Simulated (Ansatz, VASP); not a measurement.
## Two plane-wave programs on Rh

Contents of POSCAR:

```
Rh
1.0
    0.0000000000      1.8730267500      1.8730267500
    1.8730267500      0.0000000000      1.8730267500
    1.8730267500      1.8730267500      0.0000000000
Rh
1
Direct
    0.0000000000      0.0000000000      0.0000000000
```

File INCAR.step1:

```
SYSTEM = Rh
PREC = Accurate
ENCUT = 580
ISMEAR = 0
SIGMA = 0.15
LREAL = .FALSE.
LASPH = .TRUE.
NELM = 120
NBANDS = 14
GGA = PE
ALGO = Normal
EDIFF = 1E-5
LWAVE = .TRUE.
LCHARG = .FALSE.
GGA_COMPAT = .FALSE.
```

The input INCAR.step2:

```
SYSTEM = Rh
PREC = Accurate
ENCUT = 580
EDIFF = 1E-6
ISMEAR = 0
SIGMA = 0.15
LREAL = .FALSE.
LASPH = .TRUE.
NELM = 120
ALGO = Normal
ISIF = 2
LWAVE = .FALSE.
LCHARG = .FALSE.
METAGGA = R2SCAN
LMIXTAU = .TRUE.
NBANDS = 14
ISTART = 1
GGA_COMPAT = .FALSE.
```

File KPOINTS:

```
Automatic mesh
0
G
  22 22 22
  0 0 0
```

Input for Ansatz:

```yaml
crystal:
  lattice:
    - [0.0, 1.87302675, 1.87302675]
    - [1.87302675, 0.0, 1.87302675]
    - [1.87302675, 1.87302675, 0.0]
  atoms:
    - { symbol: Rh, position: [0.0, 0.0, 0.0] }
basis:
  ecutwfc: 500
kpoints:
  mp_grid: { grid: [22, 22, 22] }
hamiltonian:
  xc: r2scan
scf:
  occupations: { method: gaussian, width: 0.15 }
output:
  forces: true
  stress: true
  eigenvalues: true
```

Change from the starting cell: strain -0.015 along x and y, -0.015 along z, atoms carried along.

Alike in both runs: task single point; functional r2SCAN; k mesh 22 × 22 × 22; occupations gaussian, width 0.15 eV; no spin polarisation.

|  | VASP | Ansatz |
| --- | --- | --- |
| version | VASP 6.6.1 | Ansatz 0.2.0 |
| potentials or method | VASP PAW PBE potentials, release 64 (Rh_sv_GW), cutoff 580 eV | scalar-relativistic, plane waves, PAW |
| valence electrons in the cell | 17 | 17 |

Ansatz gave:

| Item | Value |
| --- | --- |
| gap on the k mesh at the Fermi level (eV) | none |
| pressure (GPa) | 13.6 |

What did VASP give for the same quantities?

gap on the k mesh at the Fermi level (eV): none; pressure (GPa): 11.8.

VASP's potentials were made for PBE, not for r2SCAN. A gap of «none» marks a metal or a gap that the smearing closes. The functional is the same, so the differences come from potentials, cutoffs and numerics.
